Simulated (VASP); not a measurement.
Set up this calculation in VASP 6.6.1, as the native input.

| Quantity | Value |
| --- | --- |
| Task | single point |
| Functional | PBE |
| Potentials or basis | VASP PAW PBE potentials, release 64 (Sc_sv, B, P) |
| Cutoff | 520 eV |
| k mesh | 12 × 12 × 6 |
| Occupations | gaussian, width 0.1 eV |
| Spin | no spin polarisation |
| Dipole correction | no |
| k mesh for the DOS | 18 × 18 × 9 |
| Occupations for the DOS | tetrahedron |
| Further INCAR settings | ALGO = Normal; EDIFF = 1e-06; NBANDS = 29 |

The system is Sc2BP3.

```
Sc B P
1.0
     3.33348    0.00000    0.00000
     0.00000    3.33348    0.00000
     0.00000    0.00000    8.21011
Sc B P
2 1 3
Direct
  0.50000 0.50000 0.30282
  0.50000 0.50000 0.69718
  0.50000 0.50000 0.00000
  0.00000 0.00000 0.86768
  0.00000 0.00000 0.13232
  0.00000 0.00000 0.50000
```

These files were run (other wordings do the same):

POSCAR

```
Sc2BP3
1.0
    3.3334828150      0.0000000000      0.0000000000
    0.0000000000      3.3334828150      0.0000000000
    0.0000000000      0.0000000000      8.2101067388
Sc B P
2 1 3
Direct
    0.5000000000      0.5000000000      0.3028191633
    0.5000000000      0.5000000000      0.6971808367
    0.5000000000      0.5000000000      0.0000000000
    0.0000000000      0.0000000000      0.8676801167
    0.0000000000      0.0000000000      0.1323198833
    0.0000000000      0.0000000000      0.5000000000
```

INCAR.step1

```
PREC = Accurate
ENCUT = 520
EDIFF = 1E-6
ISMEAR = 0
SIGMA = 0.1
LREAL = F
LASPH = T
NELM = 80
ALGO = Normal
ISIF = 2
LWAVE = F
LCHARG = T
LMAXMIX = 4
GGA = PE
NBANDS = 29
```

KPOINTS.step1

```
Automatic mesh
0
Gamma
  12 12 6
```

INCAR.step2

```
PREC = Accurate
ENCUT = 520
EDIFF = 1E-6
ISMEAR = -5
SIGMA = 0.1
LREAL = F
LASPH = T
NELM = 80
ALGO = Normal
ISIF = 2
LWAVE = F
LCHARG = F
LMAXMIX = 4
GGA = PE
LORBIT = 11
NBANDS = 29
NEDOS = 1001
ICHARG = 11
```

KPOINTS.step2

```
Automatic mesh
0
Gamma
  18 18 9
```

Potentials or basis: VASP PAW PBE potentials, release 64 (Sc_sv, B, P).

The run is started by

```bash
$ cat potpaw_PBE.64/Sc_sv/POTCAR potpaw_PBE.64/B/POTCAR potpaw_PBE.64/P/POTCAR > POTCAR
$ cp INCAR.step1 INCAR
$ cp KPOINTS.step1 KPOINTS
$ mpirun -np 1 vasp_std > vasp.out
$ cp INCAR.step2 INCAR
$ cp KPOINTS.step2 KPOINTS
$ mpirun -np 1 vasp_std > vasp.out
```

Results of the run:

```json
{
 "Valence electrons inside the program's atomic spheres": "Sc 9.50; B 1.51; P 2.45, 2.51 (each value once)"
}
```

It took 15 min on 1 thread of AMD EPYC 9755 128-Core Processor, with other jobs on the host, peak memory 0.64 GiB.
